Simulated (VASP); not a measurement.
Set up this calculation in VASP 6.6.1, as the native input.

```yaml
Task: single point
Functional: PBE
Potentials_or_basis: VASP PAW PBE potentials, release 64 (Pt)
Cutoff: 500 eV
k_mesh: 12 × 12 × 12
Occupations: gaussian, width 0.025 eV
Spin: no spin polarisation
Dipole_correction: no
Further_INCAR_settings: ALGO = Normal; EDIFF = 1e-06; NBANDS = 11
```

The structure of Pt lies in POSCAR:

```
Pt
1.0
   -1.5842200000      1.5842200000      1.5842200000
    1.5842200000     -1.5842200000      1.5842200000
    1.5842200000      1.5842200000     -1.5842200000
Pt
1
Direct
    0.0000000000      0.0000000000      0.0000000000
```

The input as run:

INCAR

```
SYSTEM = Pt
  PREC = Accurate
  ENCUT = 500
  EDIFF = 1E-6
  ISMEAR = 0
  SIGMA = 0.025
  LREAL = .False.
  LASPH = .True.
  NELM = 120
  ALGO = Normal
  ISIF = 2
  LWAVE = .False.
  LCHARG = .False.
  GGA = PE
  NBANDS = 11
  GGA_COMPAT = .False.
```

KPOINTS

```
Automatic mesh
0
Gamma
  12 12 12
  0 0 0
```

Potentials or basis: VASP PAW PBE potentials, release 64 (Pt).

Launch:

```sh
$ cat potpaw_PBE.64/Pt/POTCAR > POTCAR
$ mpirun -np 1 vasp_std > vasp.out
```

Results of the run:

```
Pressure               : -1.9 GPa
Band gap on the k mesh : zero (band 5 reaches 11.08 eV, above the bottom of band 6 at 8.94 eV)
```

Caveat: spin-orbit coupling is left out, which moves the levels of the heavy elements.

It took 16 s on 1 thread of AMD EPYC 7R13 (shared host), peak memory 0.1 GiB.
